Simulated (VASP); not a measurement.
# Na5H (P-62m) in VASP: notebook

Runs on Na5H. Level: PBE. Tasks: single point, relaxation of cell and atoms.

Program: VASP 6.6.1. These are calculated values, not measurements. Logs are shortened: lines on timing, memory, paths and dates and some standing lists are left out, and cuts for length are marked.

**1. The cell of the first run**

Symmetry: P-62m, No. 189, hexagonal system. Conventional cell: a = 7.951 Å, b = 7.951 Å, c = 3.432 Å, α = 90.00°, β = 90.00°, γ = 120.00°. Within 3.6 Å of Na (site symmetry m2m) lie 2 H at 2.53 Å and 8 Na at 3.21 to 3.56 Å. Within 4.6 Å of Na (site symmetry -6) lie 11 Na at 3.43 to 4.59 Å and 3 H at 4.59 Å. Within 3.5 Å of H (site symmetry -62m) lie 6 Na at 2.53 Å and 2 H at 3.43 Å.

The cell was generated, and may not be a known phase.

**2. Single point, PBE**

Input file INCAR:

```
ALGO = Normal ; EDIFF = 1E-7
ENCUT = 520 ; GGA = PE
ISIF = 2 ; ISMEAR = 0
LASPH = True ; LCHARG = True
LELF = True ; LREAL = False
LVHAR = True ; LWAVE = False
NBANDS = 27 ; NELM = 80
PREC = Accurate ; SIGMA = 0.1
```

Input file KPOINTS:

```
k-points
0
Gamma
  6 6 12
```

Input file POSCAR:

```
Na5H
1.0
    7.9509056243      0.0000000000      0.0000000000
   -3.9754528121      6.8856862537      0.0000000000
    0.0000000000      0.0000000000      3.4317677177
Na H
5 1
Direct
    0.0000000000      0.7666440957      0.0000000000
    0.7666440957      0.0000000000      0.0000000000
    0.2333559043      0.2333559043      0.0000000000
    0.6666666667      0.3333333333      0.5000000000
    0.3333333333      0.6666666667      0.5000000000
    0.0000000000      0.0000000000      0.5000000000
```

Potentials or basis: VASP PAW PBE potentials, release 64 (Na_pv, H).

The run is started by

```bash
$ cat potpaw_PBE.64/Na_pv/POTCAR potpaw_PBE.64/H/POTCAR > POTCAR
$ mpirun -np 1 vasp_std > vasp.out
```

OUTCAR:

```text
EDIFF = 1E-7
   ENCUT = 520
   GGA = PE
   ISIF = 2
   ISMEAR = 0
   LASPH = True
   LREAL = False
   NELM = 80
   PREC = Accurate

 ion  position               nearest neighbor table
   1  0.000  0.767  0.000-
   2  0.767  0.000  0.000-
   3  0.233  0.233  0.000-
   4  0.667  0.333  0.500-
   5  0.333  0.667  0.500-
   6  0.000  0.000  0.500-

  LATTYP: Found a hexagonal cell.
 ALAT       =     7.9509056243
 C/A-ratio  =     0.4316197273

  Lattice vectors:

 A1 = (   7.9509056243,   0.0000000000,   0.0000000000)
 A2 = (  -3.9754528121,   6.8856862537,   0.0000000000)
 A3 = (   0.0000000000,   0.0000000000,   3.4317677177)

Analysis of symmetry for initial positions (statically):
=====================================================================
 Subroutine PRICEL returns:
 Original cell was already a primitive cell.

 Routine SETGRP: Setting up the symmetry group for a
 hexagonal supercell.

 Subroutine GETGRP returns: Found 12 space group operations
 (whereof 12 operations were pure point group operations)
 out of a pool of 24 trial point group operations.

The static configuration has the point symmetry D_3h.

Analysis of symmetry for dynamics (positions and initial velocities):
=====================================================================
 Subroutine PRICEL returns:
 Original cell was already a primitive cell.

 Routine SETGRP: Setting up the symmetry group for a
 hexagonal supercell.

 Subroutine GETGRP returns: Found 12 space group operations
 (whereof 12 operations were pure point group operations)
 out of a pool of 24 trial point group operations.

The dynamic configuration has the point symmetry D_3h.

 Subroutine INISYM returns: Found 12 space group operations
 (whereof 12 operations are pure point group operations),
 and found     1 'primitive' translations

----------------------------------------------------------------------------------------

                                     Primitive cell

  volume of cell :     187.8805

  direct lattice vectors                    reciprocal lattice vectors
     7.950905624  0.000000000  0.000000000     0.125771836  0.072614403  0.000000000
    -3.975452812  6.885686254  0.000000000     0.000000000  0.145228807  0.000000000
     0.000000000  0.000000000  3.431767718     0.000000000  0.000000000  0.291395013

  length of vectors
     7.950905624  7.950905624  3.431767718     0.145228807  0.145228807  0.291395013

  position of ions in fractional coordinates (direct lattice)
     1.000000000  0.766644096  0.000000000
     0.766644096  0.000000000  0.000000000
     0.233355904  0.233355904  0.000000000
     0.666666667  0.333333333  0.500000000
     0.333333333  0.666666667  0.500000000
     0.000000000  0.000000000  0.500000000

  ion indices of the primitive-cell ions
   primitive index   ion index
                 1           1
                 2           2
                 3           3
                 4           4
                 5           5
                 6           6

----------------------------------------------------------------------------------------

 KPOINTS: k-points

Automatic generation of k-mesh.
 Grid dimensions read from file:
 generate k-points for:    6    6   12

 Generating k-lattice:

  Cartesian coordinates                     Fractional coordinates (reciprocal lattice)
     0.020961973  0.012102401  0.000000000     0.166666667  0.000000000  0.000000000
     0.000000000  0.024204801  0.000000000     0.000000000  0.166666667  0.000000000
     0.000000000  0.000000000  0.024282918     0.000000000  0.000000000  0.083333333

  Length of vectors
     0.024204801  0.024204801  0.024282918

  Shift w.r.t. Gamma in fractional coordinates (k-lattice)
     0.000000000  0.000000000  0.000000000

 Subroutine IBZKPT returns following result:
 ===========================================

 Found     49 irreducible k-points:

 Following reciprocal coordinates:
            Coordinates               Weight
  0.000000  0.000000  0.000000      1.000000
  0.166667  0.000000  0.000000      6.000000
  0.333333  0.000000  0.000000      6.000000
  0.500000  0.000000  0.000000      3.000000
  0.166667  0.166667  0.000000      6.000000
  0.333333  0.166667  0.000000     12.000000
[... 16 lines left out ...]
  0.166667  0.000000  0.250000     12.000000
  0.333333  0.000000  0.250000     12.000000
 [... further k-points ...]
   k-points           NKPTS =     49   k-points in BZ     NKDIM =     49   number of bands    NBANDS=     27
   number of dos      NEDOS =    301   number of ions     NIONS =      6
   total plane-waves  NPLWV = 100800
   dimension x,y,z NGX =    60 NGY =   60 NGZ =   28
   dimension x,y,z NGXF=   120 NGYF=  120 NGZF=   56
   ions per type =               5   1
   NGX,Y,Z   is equivalent  to a cutoff of  12.55, 12.55, 13.56 a.u.
   NGXF,Y,Z  is equivalent  to a cutoff of  25.09, 25.09, 27.13 a.u.
 SYSTEM =  unknown system
   PREC   = accura    normal or accurate (medium, high low for compatibility)
   ISTART =      0    job   : 0-new  1-cont  2-samecut
   ICHARG =      2    charge: 1-file 2-atom 10-const
   ISPIN  =      1    spin polarized calculation?
   LNONCOLLINEAR =      F non collinear calculations
   LSORBIT =      F    spin-orbit coupling
   LASPH  =      T    aspherical Exc in radial PAW
   ENCUT  =  520.0 eV  38.22 Ry    6.18 a.u.  14.78 14.78  6.38*2*pi/ulx,y,z
   NELM   =     80;   NELMIN=  2; NELMDL= -5     # of ELM steps
   EDIFF  = 0.1E-06   stopping-criterion for ELM
   LREAL  =      F    real-space projection
   EDIFFG = 0.1E-05   stopping-criterion for IOM
   NSW    =      0    number of steps for IOM
   IBRION =     -1    ionic relax: 0-MD 1-quasi-New 2-CG
   NFREE  =      0    steps in history (QN), initial steepest desc. (CG)
   ISIF   =      2    stress and relaxation
   ISYM   =      2    0-nonsym 1-usesym 2-fastsym
   POTIM  = 0.5000    time-step for ionic-motion
   TEBEG  =    0.0;   TEEND  =   0.0 temperature during run
   PSTRESS=    0.0 pullay stress
   NELECT =      36.0000    total number of electrons
   NUPDOWN=      -1.0000    fix difference up-down
   EMIN   =  10.00;   EMAX   =-10.00  energy-range for DOS
   EFERMI =   0.00;   METHOD = LEGACY
   ISMEAR =     0;   SIGMA  =   0.10  broadening in eV -4-tet -1-fermi 0-gaus
   EFERMI_NEDOS =   21; number of points for ismear=-14 and -15
   IALGO  =     38    algorithm
   IMIX   =      4    mixing-type and parameters
     AMIX     =   0.40;   BMIX     =  1.00
     AMIX_MAG =   1.60;   BMIX_MAG =  1.00
  volume/ion in A,a.u.               =      31.31       211.31
  Fermi-wavevector in a.u.,A,eV,Ry     =   0.943804  1.783531 12.119604  0.890766
  Thomas-Fermi vector in A             =   2.071547
   LORBIT       =      0    0 simple, 1 ext, 2 COOP (PROOUT), +10 PAW based schemes
   GGA     = PE    functional components
   LHFCALC =     F    Hartree Fock is set to
   AEXX    =    0.0000 exact exchange contribution
   IVDW    =     0    specifies the selected vdW correction
   LEPSILON=     F    determine dielectric tensor
   LRPA    =     F    only Hartree local field effects (RPA)
 non-spin polarized calculation
 Gauss-broadening in eV      SIGMA  =   0.10
  energy-cutoff  :      520.00
  volume of cell :      187.88
 maximum number of plane-waves:      5094
 NGX is ok and might be reduce to    60
   NGX = 29   NGY = 29   NGZ = 13

 number of electron      36.0000062 magnetization

 Free energy of the ion-electron system (eV)
  ---------------------------------------------------
  ext. energy  EPLUGINS =         0.00000000
  ---------------------------------------------------
  free energy    TOTEN  =        -9.43102125 eV

  energy without entropy =       -9.42099275  energy(sigma->0) =       -9.42600700

 E-fermi :   0.3706     XC(G=0):  -6.5246

 val. band max:        0.3357561946   @ k =   0.1667   0.0000   0.2500
 cond. band min:       0.3849511521   @ k =   0.3333   0.0000   0.3333
 fundamental gap:      0.0491949575
 Fermi energy:         0.3705935751

 k-point     1 :       0.0000    0.0000    0.0000
  band No.  band energies     occupation
      1     -24.8528      2.00000
      2     -24.8528      2.00000
      3     -24.8482      2.00000
      4     -24.8291      2.00000
      5     -24.7968      2.00000
      6     -24.7967      2.00000
[... 19 lines left out ...]
     26       6.2906      0.00000
     27       6.2906      0.00000

 k-point     2 :       0.1667    0.0000    0.0000
  band No.  band energies     occupation
      1     -24.8528      2.00000
      2     -24.8527      2.00000
      3     -24.8483      2.00000
      4     -24.8292      2.00000
      5     -24.7968      2.00000
      6     -24.7966      2.00000
[... 19 lines left out ...]
     26       6.2757      0.00000
     27       7.0607      0.00000

 k-point     3 :       0.3333    0.0000    0.0000
  band No.  band energies     occupation
      1     -24.8526      2.00000
      2     -24.8523      2.00000
      3     -24.8485      2.00000
      4     -24.8295      2.00000
      5     -24.7968      2.00000
      6     -24.7965      2.00000
[... 19 lines left out ...]
     26       6.4212      0.00000
     27       6.6045      0.00000

 k-point     4 :       0.5000    0.0000    0.0000
  band No.  band energies     occupation
      1     -24.8526      2.00000
      2     -24.8522      2.00000
      3     -24.8486      2.00000
      4     -24.8296      2.00000
      5     -24.7969      2.00000
      6     -24.7964      2.00000
[... 19 lines left out ...]
     26       6.3908      0.00000
     27       6.7838      0.00000
[... 516 lines left out ...]
      4     -24.8273      2.00000
      5     -24.8187      2.00000
      6     -24.8117      2.00000
[... 19 lines left out ...]
     26       6.4011      0.00000
     27       6.9676      0.00000

 k-point    23 :       0.1667    0.0000    0.2500
  band No.  band energies     occupation
      1     -24.8500      2.00000
      2     -24.8499      2.00000
      3     -24.8451      2.00000
      4     -24.8273      2.00000
      5     -24.8188      2.00000
      6     -24.8117      2.00000
[... 19 lines left out ...]
     26       5.9446      0.00000
     27       6.3788      0.00000

 k-point    24 :       0.3333    0.0000    0.2500
  band No.  band energies     occupation
      1     -24.8499      2.00000
      2     -24.8499      2.00000
      3     -24.8451      2.00000
      4     -24.8273      2.00000
      5     -24.8189      2.00000
      6     -24.8117      2.00000
[... 19 lines left out ...]
     26       5.4197      0.00000
     27       5.8687      0.00000

 [... further k-points ...]

------------------------ aborting loop because EDIFF is reached ----------------------------------------

  FORCE on cell =-STRESS in cart. coord.  units (eV):
  Direction    XX          YY          ZZ          XY          YZ          ZX
  --------------------------------------------------------------------------------------
  -------------------------------------------------------------------------------------
  Total       -0.0139999     -0.0139999     -0.0181415     -0.0000000     -0.0000000      0.0000000
  in kB       -0.1193863     -0.1193863     -0.1547038     -0.0000000     -0.0000000      0.0000000
  external PRESSURE =      -0.1311588 kB  Pullay stress =       0.0000000 kB

 VOLUME and BASIS-vectors are now :
 -----------------------------------------------------------------------------
  energy-cutoff  :      520.00
  volume of cell :      187.88
      direct lattice vectors                 reciprocal lattice vectors
     7.950905624  0.000000000  0.000000000     0.125771836  0.072614403  0.000000000
    -3.975452812  6.885686254  0.000000000     0.000000000  0.145228807  0.000000000
     0.000000000  0.000000000  3.431767718     0.000000000  0.000000000  0.291395013

 POSITION                                       TOTAL-FORCE (eV/Angst)
 -----------------------------------------------------------------------------------
     -3.04776      5.27887      0.00000         0.000592     -0.001025      0.000000
      6.09551      0.00000      0.00000        -0.001184     -0.000000      0.000000
      0.92770      1.60682      0.00000         0.000592      0.001025     -0.000000
      3.97545      2.29523      1.71588        -0.000000      0.000000      0.000000
     -0.00000      4.59046      1.71588        -0.000000     -0.000000      0.000000
      0.00000      0.00000      1.71588        -0.000000     -0.000000      0.000000
 -----------------------------------------------------------------------------------
    total drift:                               -0.000001     -0.000002     -0.000000

  FREE ENERGIE OF THE ION-ELECTRON SYSTEM (eV)
  ---------------------------------------------------
  free  energy   TOTEN  =        -9.4310212500 eV

  energy  without entropy=       -9.4209927486  energy(sigma->0) =       -9.42600700
```

It took 83 s on 1 thread of Intel Xeon 6975P-C (Granite Rapids), shared host; peak memory 0.4 GiB.

What came out:

* Free energy: -9.4310 eV
* Pressure: 0.0 GPa
* Band gap on the k mesh: zero (bands 18 and 19 overlap by 2.12 eV)

**3. Relaxation of cell and atoms, PBE**

This run uses another cell than the first one, of 31.06 Å³/atom.

Input file INCAR:

```
SYSTEM = Na5H
PREC = Accurate ; ENCUT = 600
EDIFF = 1E-6 ; ISMEAR = 0
SIGMA = 0.1 ; LREAL = .FALSE.
LASPH = .TRUE. ; NELM = 60
ALGO = Normal ; ISIF = 3
LWAVE = .FALSE. ; LCHARG = .FALSE.
GGA = PE ; IBRION = 2
NSW = 90 ; EDIFFG = -0.04
```

Input file KPOINTS:

```
regular mesh
0
G
  3 3 6
  0 0 0
```

Input file POSCAR:

```
Na5H
1.0
    7.9990863573      0.0000000000      0.0000000000
   -3.9995431786      6.9274119924      0.0000000000
    0.0000000000      0.0000000000      3.3630907099
Na H
5 1
Direct
    0.0000000000      0.7689647640      0.0000000000
    0.7689647640      0.0000000000      0.0000000000
    0.2310352360      0.2310352360      0.0000000000
    0.6666666667      0.3333333333      0.5000000000
    0.3333333333      0.6666666667      0.5000000000
    0.0000000000      0.0000000000      0.5000000000
```

Potentials or basis: VASP PAW PBE potentials, release 64 (Na_pv, H).

The run is started by

```bash
$ cat potpaw_PBE.64/Na_pv/POTCAR potpaw_PBE.64/H/POTCAR > POTCAR
$ mpirun -np 1 vasp_std > vasp.out
```

Run time: 37 s. Hardware: 1 thread of Intel Xeon 6975P-C (Granite Rapids), shared host; peak memory 0.35 GiB.

The run converged. Its results:

```yaml
Free_energy: -9.4424 eV
Relaxed_volume: 31.20 Å³/atom
Relaxed_cell: a = 8.009 Å, b = 8.009 Å, c = 3.370 Å, α = 90.00°, β = 90.00°, γ = 120.00°
Space_group_after_relaxing_to_0.1_Å: P-62m (No. 189)
Energy_gained_by_relaxing: 0.1 meV/atom
Ionic_steps: 2
Pressure_after_relaxing: 0.1 GPa
Largest_force_after_relaxing: 0.011 eV/Å
Band_gap_on_the_k_mesh: zero (bands 18 and 19 overlap by 1.94 eV)
```

Forces on the atoms (eV/Å):
```
Na   0.005 -0.010  0.000
Na  -0.011  0.000  0.000
Na   0.005  0.010  0.000
Na   0.000  0.000  0.000
Na   0.000  0.000  0.000
H    0.000  0.000  0.000
```

Step by step:
| step | energy change (eV) | largest force (eV/Å) | pressure (GPa) | volume (Å³) |
| --- | --- | --- | --- | --- |
| 1 | 0.0000 | 0.0147 | 0.16 | 186.36 |
| 2 | -0.0008 | 0.0110 | 0.10 | 187.19 |

Final structure:
```yaml
crystal:
  lattice:
    - [8.00850, 0.00000, 0.00000]
    - [-4.00425, 6.93557, 0.00000]
    - [0.00000, 0.00000, 3.37006]
  atoms:
    - { symbol: Na, position: [0.00000, 0.76888, 0.00000] }
    - { symbol: Na, position: [0.76888, 0.00000, 0.00000] }
    - { symbol: Na, position: [0.23112, 0.23112, 0.00000] }
    - { symbol: Na, position: [0.66667, 0.33333, 0.50000] }
    - { symbol: Na, position: [0.33333, 0.66667, 0.50000] }
    - { symbol: H, position: [0.00000, 0.00000, 0.50000] }
```

Levels at points of the mesh, in eV from the Fermi level:
```csv
k point,band 16,band 17,band 18,band 19,band 20,band 21
"(0.00, 0.00, 0.00)",-4.75,-2.29,-0.31,-0.31,-0.15,0.03
"(0.00, 0.00, 0.50)",-3.19,-0.01,0.86,2.42,2.42,2.45
```

Caveat: the highest band is partly filled, so the run has too few bands.

**4. Relaxation of cell and atoms, PBE**

This run uses another cell than the first one, of 31.06 Å³/atom.

Input file INCAR:

```
  PREC = Accurate
  ENCUT = 600
  EDIFF = 1E-6
  ISMEAR = 0
  SIGMA = 0.1
  LREAL = F
  LASPH = T
  NELM = 60
  ALGO = Normal
  ISIF = 3
  LWAVE = F
  LCHARG = F
  GGA = PE
  IBRION = 2
  NSW = 100
  EDIFFG = -0.01
```

Input file KPOINTS:

```
regular mesh
0
Gamma
  6 6 12
```

Edit POSCAR of step 3 so:

```diff
@@ -2,3 +2,3 @@
 1.0
-    7.9990863573      0.0000000000      0.0000000000
+    7.9990863572      0.0000000000      0.0000000000
    -3.9995431786      6.9274119924      0.0000000000
```

The run is started by

```bash
$ cat potpaw_PBE.64/Na_pv/POTCAR potpaw_PBE.64/H/POTCAR > POTCAR
$ mpirun -np 1 vasp_std > vasp.out
```

Wall time 8.4 min (1 thread of Intel Xeon 6975P-C (Granite Rapids), shared host); peak memory 0.46 GiB.

The run converged. Its results:

| Item | Value |
| --- | --- |
| Free energy | -9.4311 eV |
| Relaxed volume | 31.27 Å³/atom |
| Relaxed cell | a = 7.948 Å, b = 7.948 Å, c = 3.430 Å, α = 90.00°, β = 90.00°, γ = 120.00° |
| Space group after relaxing (to 0.1 Å) | P-62m (No. 189) |
| Energy gained by relaxing | 1.0 meV/atom |
| Ionic steps | 10 |
| Pressure after relaxing | 0.0 GPa |
| Largest force after relaxing | 0.006 eV/Å |
| Band gap on the k mesh | zero (bands 18 and 19 overlap by 2.13 eV) |

Forces on the atoms (eV/Å):
```
Na   0.003 -0.005  0.000
Na  -0.006  0.000  0.000
Na   0.003  0.005  0.000
Na   0.000  0.000  0.000
Na   0.000  0.000  0.000
H    0.000  0.000  0.000
```

Step by step:
```csv
step,energy change (eV),largest force (eV/Å),pressure (GPa),volume (Å³)
1,0.0000,0.0209,0.14,186.36
2,-0.0022,0.0211,0.11,187.11
3,-0.0047,0.0242,0.03,188.47
4,-0.0041,0.0284,-0.13,191.16
5,-0.0053,0.0261,-0.06,189.66
6,-0.0053,0.0261,-0.05,189.53
7,-0.0056,0.0216,-0.03,189.20
8,-0.0061,0.0120,0.00,188.24
9,-0.0058,0.0097,0.06,186.31
10,-0.0062,0.0059,0.01,187.63
```

Final structure:
```yaml
crystal:
  lattice:
    - [7.94776, 0.00000, 0.00000]
    - [-3.97388, 6.88296, 0.00000]
    - [0.00000, 0.00000, 3.42988]
  atoms:
    - { symbol: Na, position: [0.00000, 0.76684, 0.00000] }
    - { symbol: Na, position: [0.76684, 0.00000, 0.00000] }
    - { symbol: Na, position: [0.23316, 0.23316, 0.00000] }
    - { symbol: Na, position: [0.66667, 0.33333, 0.50000] }
    - { symbol: Na, position: [0.33333, 0.66667, 0.50000] }
    - { symbol: H, position: [0.00000, 0.00000, 0.50000] }
```

Levels at points of the mesh, in eV from the Fermi level:
```csv
k point,band 15,band 16,band 17,band 18,band 19,band 20,band 21,band 22
"(0.00, 0.00, 0.00)",-24.93,-4.64,-2.20,-0.20,-0.20,-0.03,0.12,0.12
"(0.50, 0.00, 0.00)",-24.93,-4.52,-2.39,-1.50,-0.81,0.82,2.15,2.32
"(0.00, 0.00, 0.50)",-24.94,-3.13,-0.07,0.83,2.44,2.44,2.44,2.51
"(0.50, 0.00, 0.50)",-24.94,-3.11,0.69,0.71,0.82,1.66,1.97,2.03
```

Caveat: the highest band is partly filled, so the run has too few bands.

**5. The runs side by side**

```tsv
task	cell	k mesh	cutoff (eV)	gap on the mesh (eV)	pressure (GPa)	relaxed volume (Å³/atom)	largest force (eV/Å)
single point	a = 7.951, b = 7.951, c = 3.432 Å, angles 90.0, 90.0, 120.0°, 6 atoms, atomic positions A	6 × 6 × 12	520	none	0.0	-	-
relaxation of cell and atoms	relaxed from a = 7.999, b = 7.999, c = 3.363 Å, angles 90.0, 90.0, 120.0°, 6 atoms, atomic positions B	3 × 3 × 6	600	none	0.1	31.20	0.01
relaxation of cell and atoms	relaxed from a = 7.999, b = 7.999, c = 3.363 Å, angles 90.0, 90.0, 120.0°, 6 atoms, atomic positions B	6 × 6 × 12	600	none	0.0	31.27	0.01
```

Alike in all rows: level PBE; potentials or basis VASP PAW PBE potentials, release 64 (Na_pv, H); no spin polarisation; smearing gaussian 0.1 eV.

Caveats: the highest band is partly filled, so the run has too few bands (at least some runs).

Total energies depend on the potentials used, so only differences within one code and one set of settings carry meaning.

The gap in the log of VASP goes by the Fermi energy; the results here count the filled bands.